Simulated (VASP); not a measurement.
The system is Nd2CdC2.

```
Nd Cd C
1.0
    -2.09049    2.09049    5.02152
     2.09049   -2.09049    5.02152
     2.09049    2.09049   -5.02152
Nd Cd C
2 1 2
Cartesian
  0.0000 2.0905 2.5108
  2.0905 0.0000 2.5108
  0.0000 0.0000 0.0000
  0.0000 0.0000 3.7661
  0.0000 0.0000 6.2769
```

The cell was generated, and may not be a known phase.

| Quantity | Value |
| --- | --- |
| Program | VASP 6.6.1 |
| Task | relaxation of cell and atoms |
| Functional | PBE |
| Potentials or basis | VASP PAW PBE potentials, release 64 (Nd_3, Cd, C), 4f in core |
| Cutoff | 600 eV |
| k mesh | 5 × 5 × 5 |
| Occupations | gaussian, width 0.2 eV |
| Spin | no spin polarisation |

At the start: pressure 19.7 GPa; volume 17.56 Å³/atom.

Problem. Where does the relaxation end?

Solution. Over 26 steps the energy falls by 921.6 meV/atom and the volume is 20.31 Å³/atom (+15.7 %); space group I4/mmm (No. 139, to 0.1 Å) before and after.

The path:
```csv
step,energy change (eV),largest force (eV/Å),pressure (GPa),volume (Å³)
1,0.0000,1.1367,19.70,87.78
2,-1.1389,0.6004,-7.04,117.82
3,-1.3112,0.3525,-2.11,108.03
4,-1.7542,0.1593,-2.33,106.90
5,-2.4081,1.8171,-2.50,100.31
6,-2.6514,2.9769,-1.57,96.77
7,-2.7385,4.9934,8.19,87.62
8,-2.8802,3.8226,0.05,94.03
9,-2.9858,4.4507,2.87,90.98
10,-3.1436,4.7469,3.18,91.02
11,-3.1774,3.5567,7.48,90.67
12,-3.2568,4.6459,4.84,90.92
13,-3.5294,3.9291,4.87,91.79
14,-3.8320,1.5366,7.62,94.03
15,-3.8426,0.4771,6.54,93.48
16,-3.8473,0.1374,6.87,93.67
17,-4.0377,0.0365,4.68,95.83
18,-4.3698,0.2767,-0.63,102.43
19,-4.2624,0.2766,-6.64,116.07
20,-4.4286,0.0301,-3.41,107.86
21,-4.5065,0.0571,-2.75,106.33
22,-4.6003,0.1111,-1.02,102.96
23,-4.6077,0.1247,-0.28,101.74
24,-4.6076,0.1257,-0.21,101.61
25,-4.6069,0.3370,0.29,101.37
26,-4.6079,0.0276,-0.04,101.53
```

Final structure:
```
Nd Cd C
1.0
    -2.69021    2.69021    3.50728
     2.69021   -2.69021    3.50728
     2.69021    2.69021   -3.50728
Nd Cd C
2 1 2
Direct
  0.75000 0.25000 0.50000
  0.25000 0.75000 0.50000
  0.00000 0.00000 0.00000
  0.40679 0.40679 0.00000
  0.59321 0.59321 0.00000
```

Caveat: the volume moved by over 15 % at a fixed basis, so the end points are rough.
